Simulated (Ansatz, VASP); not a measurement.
## AlN: VASP beside Ansatz

```
Al N
1.0
     3.13024    0.00000    0.00000
    -1.56512    2.71087    0.00000
     0.00000    0.00000    5.01798
Al N
2 2
Cartesian
  0.0411 1.8310 0.0243
  1.6063 0.9274 2.5333
  0.0000 1.8072 1.9232
  1.5651 0.9036 4.4322
```

Change from the starting cell: all Al atoms moved -0.050 Å, as atom 1 towards its neighbour atom 4 (N) at 1.902 Å.

Alike in both runs: task single point; functional PBE; k mesh 12 × 12 × 6; occupations gaussian, width 0.05 eV; no spin polarisation.

|  | VASP | Ansatz |
| --- | --- | --- |
| version | VASP 6.6.1 | Ansatz 0.2.0 |
| potentials or method | VASP PAW PBE potentials, release 64 (Al, N), cutoff 520 eV | scalar-relativistic, plane waves, PAW |
| valence electrons in the cell | 16 | 16 |

```csv
,VASP,Ansatz,Ansatz less VASP
gap on the k mesh at the Fermi level (eV),4.05,4.04,-0.009
least direct gap on the mesh (eV),4.05,4.04,-0.009
pressure (GPa),0.1,0.3,+0.27
"traceless stress, the component that is largest in VASP (GPa)",-1.53,-1.53,+0.006
rms of the force components (eV/Å),0.391,0.390,-0.0009
```

Atom by atom the forces differ by 0.001 eV/Å (rms over components). With one functional, cell and mesh, what is left measures potentials, basis and numerics.
